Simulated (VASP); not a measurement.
# W4C in VASP: further runs

The runs below take W4C through single point, relaxation of the atoms, with PBE.

Everything below comes from runs of VASP 6.6.1. Logs are shortened: lines on timing, memory, paths and dates and some standing lists are left out, and cuts for length are marked.

### Step 1. The cell of the first run

The cell holds a slab with vacuum, 5 atoms: a = 3.184 Å, b = 3.184 Å, c = 20.143 Å, α = 90.00°, β = 90.00°, γ = 90.00°.

### Step 2. Single point, PBE

File INCAR:

```
PREC     = Accurate       # precision mode
ENCUT    = 520            # plane-wave cutoff, eV
EDIFF    = 1E-7           # SCF threshold, eV
ISMEAR   = 0              # smearing method
SIGMA    = 0.1            # smearing width, eV
LREAL    = F              # projectors in reciprocal space
LASPH    = T              # aspherical terms in the spheres
NELM     = 100            # most SCF steps
ALGO     = Normal         # electronic algorithm
ISIF     = 2              # what is computed and relaxed
LWAVE    = F              # write WAVECAR
LCHARG   = T              # write CHGCAR
LDIPOL   = T            
IDIPOL   = 3            
DIPOL    = 0.5 0.5 0.357
GGA      = PE             # functional
LELF     = T              # ELF
LVHAR    = T            
LVACPOTAV= T            
NBANDS   = 38             # bands
```

File KPOINTS:

```
regular mesh
0
Gamma
  8 8 1
```

File POSCAR:

```
W4C
1.0
    3.1836991688      0.0000000000      0.0000000000
    0.0000000000      3.1836991688      0.0000000000
    0.0000000000      0.0000000000     20.1425775749
W C
4 1
Direct
    0.5000000000      0.5000000000      0.1985843165
    0.0000000000      0.0000000000      0.2776134069
    0.5000000000      0.5000000000      0.3599451800
    0.0000000000      0.0000000000      0.4290700901
    0.0000000000      0.0000000000      0.5220502886
```

Potentials or basis: VASP PAW PBE potentials, release 64 (W_sv, C).

Command:

```console
$ cat potpaw_PBE.64/W_sv/POTCAR potpaw_PBE.64/C/POTCAR > POTCAR
$ mpirun -np 1 vasp_std > vasp.out
```

OUTCAR:

```text
PREC = Accurate
   ENCUT = 520
   EDIFF = 1E-7
   ISMEAR = 0
   LREAL = F
   LASPH = T
   NELM = 100
   ISIF = 2
   GGA = PE

 ion  position               nearest neighbor table
   1  0.500  0.500  0.199-   2 2.76   2 2.76   2 2.76   2 2.76   3 3.25
   2  0.000  0.000  0.278-   1 2.76   1 2.76   1 2.76   1 2.76   3 2.80   3 2.80   3 2.80   3 2.80
                             4 3.05
   3  0.500  0.500  0.360-   4 2.65   4 2.65   4 2.65   4 2.65   2 2.80   2 2.80   2 2.80   2 2.80
                             1 3.25
   4  0.000  0.000  0.429-   5 1.87   3 2.65   3 2.65   3 2.65   3 2.65   2 3.05
   5  0.000  0.000  0.522-   4 1.87

  LATTYP: Found a simple tetragonal cell.
 ALAT       =     3.1836991688
 C/A-ratio  =     6.3267841925

  Lattice vectors:

 A1 = (   3.1836991688,   0.0000000000,   0.0000000000)
 A2 = (   0.0000000000,   3.1836991688,   0.0000000000)
 A3 = (   0.0000000000,   0.0000000000,  20.1425775749)

Analysis of symmetry for initial positions (statically):
=====================================================================
 Subroutine PRICEL returns:
 Original cell was already a primitive cell.

 Routine SETGRP: Setting up the symmetry group for a
 simple tetragonal supercell.

 Subroutine GETGRP returns: Found  8 space group operations
 (whereof  8 operations were pure point group operations)
 out of a pool of 16 trial point group operations.

The static configuration has the point symmetry C_4v.

Analysis of symmetry for dynamics (positions and initial velocities):
=====================================================================
 Subroutine PRICEL returns:
 Original cell was already a primitive cell.

 Routine SETGRP: Setting up the symmetry group for a
 simple tetragonal supercell.

 Subroutine GETGRP returns: Found  8 space group operations
 (whereof  8 operations were pure point group operations)
 out of a pool of 16 trial point group operations.

The dynamic configuration has the point symmetry C_4v.

 Subroutine INISYM returns: Found  8 space group operations
 (whereof  8 operations are pure point group operations),
 and found     1 'primitive' translations

----------------------------------------------------------------------------------------

                                     Primitive cell

  volume of cell :     204.1640

  direct lattice vectors                    reciprocal lattice vectors
     3.183699169  0.000000000  0.000000000     0.314100029  0.000000000  0.000000000
     0.000000000  3.183699169  0.000000000     0.000000000  0.314100029  0.000000000
     0.000000000  0.000000000 20.142577575     0.000000000  0.000000000  0.049646079

  length of vectors
     3.183699169  3.183699169 20.142577575     0.314100029  0.314100029  0.049646079

  position of ions in fractional coordinates (direct lattice)
     0.500000000  0.500000000  0.198584317
     0.000000000  0.000000000  0.277613407
     0.500000000  0.500000000  0.359945180
     0.000000000  0.000000000  0.429070090
     0.000000000  0.000000000  0.522050289

  ion indices of the primitive-cell ions
   primitive index   ion index
                 1           1
                 2           2
                 3           3
                 4           4
                 5           5

----------------------------------------------------------------------------------------

 KPOINTS: regular mesh

Automatic generation of k-mesh.
 Grid dimensions read from file:
 generate k-points for:    8    8    1

 Generating k-lattice:

  Cartesian coordinates                     Fractional coordinates (reciprocal lattice)
     0.039262504  0.000000000  0.000000000     0.125000000  0.000000000  0.000000000
     0.000000000  0.039262504  0.000000000     0.000000000  0.125000000  0.000000000
     0.000000000  0.000000000  0.049646079     0.000000000  0.000000000  1.000000000

  Length of vectors
     0.039262504  0.039262504  0.049646079

  Shift w.r.t. Gamma in fractional coordinates (k-lattice)
     0.000000000  0.000000000  0.000000000

 Subroutine IBZKPT returns following result:
 ===========================================

 Found     15 irreducible k-points:

 Following reciprocal coordinates:
            Coordinates               Weight
  0.000000  0.000000  0.000000      1.000000
  0.125000  0.000000  0.000000      4.000000
  0.250000  0.000000  0.000000      4.000000
  0.375000  0.000000  0.000000      4.000000
  0.500000  0.000000  0.000000      2.000000
  0.125000  0.125000  0.000000      4.000000
  0.250000  0.125000  0.000000      8.000000
  0.375000  0.125000  0.000000      8.000000
  0.500000  0.125000  0.000000      4.000000
  0.250000  0.250000  0.000000      4.000000
  0.375000  0.250000  0.000000      8.000000
  0.500000  0.250000  0.000000      4.000000
  0.375000  0.375000  0.000000      4.000000
  0.500000  0.375000  0.000000      4.000000
  0.500000  0.500000  0.000000      1.000000
   k-points           NKPTS =     15   k-points in BZ     NKDIM =     15   number of bands    NBANDS=     38
   number of dos      NEDOS =    301   number of ions     NIONS =      5
   total plane-waves  NPLWV =  86400
   dimension x,y,z NGX =    24 NGY =   24 NGZ =  150
   dimension x,y,z NGXF=    48 NGYF=   48 NGZF=  300
   ions per type =               4   1
   NGX,Y,Z   is equivalent  to a cutoff of  12.53, 12.53, 12.38 a.u.
   NGXF,Y,Z  is equivalent  to a cutoff of  25.06, 25.06, 24.76 a.u.
 SYSTEM =  unknown system
   PREC   = accura    normal or accurate (medium, high low for compatibility)
   ISTART =      0    job   : 0-new  1-cont  2-samecut
   ICHARG =      2    charge: 1-file 2-atom 10-const
   ISPIN  =      1    spin polarized calculation?
   LNONCOLLINEAR =      F non collinear calculations
   LSORBIT =      F    spin-orbit coupling
   LASPH  =      T    aspherical Exc in radial PAW
   ENCUT  =  520.0 eV  38.22 Ry    6.18 a.u.   5.92  5.92 37.45*2*pi/ulx,y,z
   NELM   =    100;   NELMIN=  2; NELMDL= -5     # of ELM steps
   EDIFF  = 0.1E-06   stopping-criterion for ELM
   LREAL  =      F    real-space projection
   EDIFFG = 0.1E-05   stopping-criterion for IOM
   NSW    =      0    number of steps for IOM
   IBRION =     -1    ionic relax: 0-MD 1-quasi-New 2-CG
   NFREE  =      0    steps in history (QN), initial steepest desc. (CG)
   ISIF   =      2    stress and relaxation
   ISYM   =      2    0-nonsym 1-usesym 2-fastsym
   POTIM  = 0.5000    time-step for ionic-motion
   TEBEG  =    0.0;   TEEND  =   0.0 temperature during run
   PSTRESS=    0.0 pullay stress
   NELECT =      60.0000    total number of electrons
   NUPDOWN=      -1.0000    fix difference up-down
   EMIN   =  10.00;   EMAX   =-10.00  energy-range for DOS
   EFERMI =   0.00;   METHOD = LEGACY
   ISMEAR =     0;   SIGMA  =   0.10  broadening in eV -4-tet -1-fermi 0-gaus
   EFERMI_NEDOS =   21; number of points for ismear=-14 and -15
   IALGO  =     38    algorithm
   IMIX   =      4    mixing-type and parameters
     AMIX     =   0.40;   BMIX     =  1.00
     AMIX_MAG =   1.60;   BMIX_MAG =  1.00
  volume/ion in A,a.u.               =      40.83       275.55
  Fermi-wavevector in a.u.,A,eV,Ry     =   1.088426  2.056827 16.118428  1.184671
  Thomas-Fermi vector in A             =   2.224607
   LORBIT       =      0    0 simple, 1 ext, 2 COOP (PROOUT), +10 PAW based schemes
   GGA     = PE    functional components
   LHFCALC =     F    Hartree Fock is set to
   AEXX    =    0.0000 exact exchange contribution
   IVDW    =     0    specifies the selected vdW correction
   LEPSILON=     F    determine dielectric tensor
   LRPA    =     F    only Hartree local field effects (RPA)
 non-spin polarized calculation
 Gauss-broadening in eV      SIGMA  =   0.10
  energy-cutoff  :      520.00
  volume of cell :      204.16
 maximum number of plane-waves:      5576
 NGX is ok and might be reduce to    24
   NGX = 11   NGY = 11   NGZ = 75

 dipolmoment           0.000000      0.000000     -0.033855 electrons x Angstroem

 number of electron      59.9999991 magnetization

 dipolmoment           0.000000      0.000000      0.165639 electrons x Angstroem

 Free energy of the ion-electron system (eV)
  ---------------------------------------------------
  ext. energy  EPLUGINS =         0.00000000
  ---------------------------------------------------
  free energy    TOTEN  =       -52.14125336 eV

  energy without entropy =      -52.09631159  energy(sigma->0) =      -52.11878248

 E-fermi :   0.0870     XC(G=0):  -5.9425

 val. band max:        0.0617755216   @ k =   0.5000   0.5000   0.0000
 cond. band min:       0.0894544037   @ k =   0.2500   0.1250   0.0000
 fundamental gap:      0.0276788821
 Fermi energy:         0.0869877937

 k-point     1 :       0.0000    0.0000    0.0000
  band No.  band energies     occupation
      1     -73.8311      2.00000
      2     -73.7285      2.00000
      3     -73.5971      2.00000
      4     -72.9126      2.00000
      5     -38.2749      2.00000
      6     -38.1371      2.00000
[... 30 lines left out ...]
     37       2.7216      0.00000
     38       3.0165      0.00000

 k-point     2 :       0.1250    0.0000    0.0000
  band No.  band energies     occupation
      1     -73.8254      2.00000
      2     -73.7298      2.00000
      3     -73.5963      2.00000
      4     -72.9132      2.00000
      5     -38.3001      2.00000
      6     -38.1959      2.00000
[... 30 lines left out ...]
     37       2.4326      0.00000
     38       2.8075      0.00000

 k-point     3 :       0.2500    0.0000    0.0000
  band No.  band energies     occupation
      1     -73.8100      2.00000
      2     -73.7347      2.00000
      3     -73.5943      2.00000
      4     -72.9146      2.00000
      5     -38.3724      2.00000
      6     -38.3046      2.00000
[... 30 lines left out ...]
     37       2.5356      0.00000
[... 412 lines left out ...]
 k-point    14 :       0.5000    0.3750    0.0000
  band No.  band energies     occupation
      1     -73.7690      2.00000
      2     -73.7478      2.00000
      3     -73.5838      2.00000
      4     -72.9096      2.00000
      5     -38.4363      2.00000
      6     -38.4238      2.00000
[... 30 lines left out ...]
     37       3.5446      0.00000
     38       3.6968      0.00000

 k-point    15 :       0.5000    0.5000    0.0000
  band No.  band energies     occupation
      1     -73.7679      2.00000
      2     -73.7466      2.00000
      3     -73.5825      2.00000
      4     -72.9084      2.00000
      5     -38.4635      2.00000
      6     -38.4635      2.00000
[... 30 lines left out ...]
     37       3.5084      0.00000
     38       3.7019      0.00000

------------------------ aborting loop because EDIFF is reached ----------------------------------------

  FORCE on cell =-STRESS in cart. coord.  units (eV):
  Direction    XX          YY          ZZ          XY          YZ          ZX
  --------------------------------------------------------------------------------------
  -------------------------------------------------------------------------------------
  Total       -4.0316637     -4.0316637     -0.4841743      0.0000000      0.0000000     -0.0000000
  in kB      -31.6384927    -31.6384927     -3.7995589      0.0000000      0.0000000     -0.0000000
  external PRESSURE =     -22.3588481 kB  Pullay stress =       0.0000000 kB

 VOLUME and BASIS-vectors are now :
 -----------------------------------------------------------------------------
  energy-cutoff  :      520.00
  volume of cell :      204.16
      direct lattice vectors                 reciprocal lattice vectors
     3.183699169  0.000000000  0.000000000     0.314100029  0.000000000  0.000000000
     0.000000000  3.183699169  0.000000000     0.000000000  0.314100029  0.000000000
     0.000000000  0.000000000 20.142577575     0.000000000  0.000000000  0.049646079

 POSITION                                       TOTAL-FORCE (eV/Angst)
 -----------------------------------------------------------------------------------
      1.59185      1.59185      4.00000         0.000000      0.000000      2.207276
      0.00000      0.00000      5.59185         0.000000      0.000000     -2.411330
      1.59185      1.59185      7.25022         0.000000     -0.000000     -1.635892
      0.00000      0.00000      8.64258         0.000000      0.000000      1.750863
      0.00000      0.00000     10.51544         0.000000      0.000000      0.089084
 -----------------------------------------------------------------------------------
    total drift:                                0.000000     -0.000000     -0.000408

  FREE ENERGIE OF THE ION-ELECTRON SYSTEM (eV)
  ---------------------------------------------------
  free  energy   TOTEN  =       -52.1412533572 eV

  energy  without entropy=      -52.0963115937  energy(sigma->0) =      -52.11878248

 vacuum level on the upper side and lower side of the slab         7.062         4.105
```

Run time: 5.6 min. Hardware: 1 thread of Intel Xeon 8259CL, shared host; peak memory 0.33 GiB.

What came out:

```yaml
Free_energy: -52.1413 eV
Largest_force: 2.411 eV/Å
Band_gap_on_the_k_mesh: zero (bands 30 and 31 overlap by 0.45 eV)
```

Forces on the atoms (eV/Å):
```
W    0.000  0.000  2.207
W    0.000  0.000 -2.411
W    0.000  0.000 -1.636
W    0.000  0.000  1.751
C    0.000  0.000  0.089
```

Caveat: spin-orbit coupling is left out, which moves the levels of the heavy elements.

(Continued in part 2 of 2.)

The gap in the log of VASP goes by the Fermi energy; the results here count the filled bands.